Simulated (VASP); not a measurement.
Wanted: the native input for a VASP 6.6.1 run.

```
Task                   : single point
Functional             : PBEsol
Potentials or basis    : VASP PAW PBE potentials, release 64 (Mn_pv, S)
Cutoff                 : 520 eV
k mesh                 : 6 × 6 × 6
Occupations            : fermi-dirac, width 0.1 eV
Spin                   : collinear spin, ferromagnetic start
Starting moments       : [4.0, 0.0] μB
Hubbard terms          : Mn d U = 4.5 eV
Dipole correction      : no
Further INCAR settings : ALGO = Normal; EDIFF = 1e-06; NBANDS = 20
```

The structure of MnS lies in POSCAR:

```
MnS
1.0
    0.0000000000      2.6045000000      2.6045000000
    2.6045000000      0.0000000000      2.6045000000
    2.6045000000      2.6045000000      0.0000000000
Mn S
1 1
Direct
    0.0000000000      0.0000000000      0.0300000000
    0.5000000000      0.5000000000      0.5000000000
```

These files were run (other wordings do the same):

INCAR

```
SYSTEM = MnS
PREC = Accurate
ENCUT = 520
EDIFF = 1E-6
ISMEAR = -1
SIGMA = 0.1
LREAL = .False.
LASPH = .True.
NELM = 150
ALGO = Normal
ISIF = 2
LWAVE = .False.
LCHARG = .True.
ISPIN = 2
MAGMOM = 4 0
LORBIT = 11
LMAXMIX = 4
LDAU = .True.
LDAUTYPE = 2
LDAUL = 2 -1
LDAUU = 4.5 0
LDAUJ = 0 0
LDAUPRINT = 1
GGA = PS
LELF = .True.
LVHAR = .True.
NBANDS = 20
```

KPOINTS

```
Automatic mesh
0
Gamma
  6 6 6
  0 0 0
```

Potentials or basis: VASP PAW PBE potentials, release 64 (Mn_pv, S).

Command:

```console
$ cat potpaw_PBE.64/Mn_pv/POTCAR potpaw_PBE.64/S/POTCAR > POTCAR
$ mpirun -np 1 vasp_std > vasp.out
```

It gave:

The pressure is 1.3 GPa. The largest force is 0.327 eV/Å and the band gap on the k mesh is 0.65 eV (least direct gap 2.73 eV). The net moment is 5.00 μB per cell. The site moments are Mn +4.60; S +0.07 μB. The valence electrons inside the program's atomic spheres are Mn 11.29; S 3.76.

Caveat: the PAW data sets were made with another functional, which shifts forces and pressure a little; a cell with one magnetic atom can't hold antiferromagnetic order, which such compounds often take.

Run time: 63 s on 1 thread of Intel(R) Xeon(R) Platinum 8259CL CPU @ 2.50GHz (Skylake/Cascade Lake), on a shared host, peak memory 0.2 GiB.
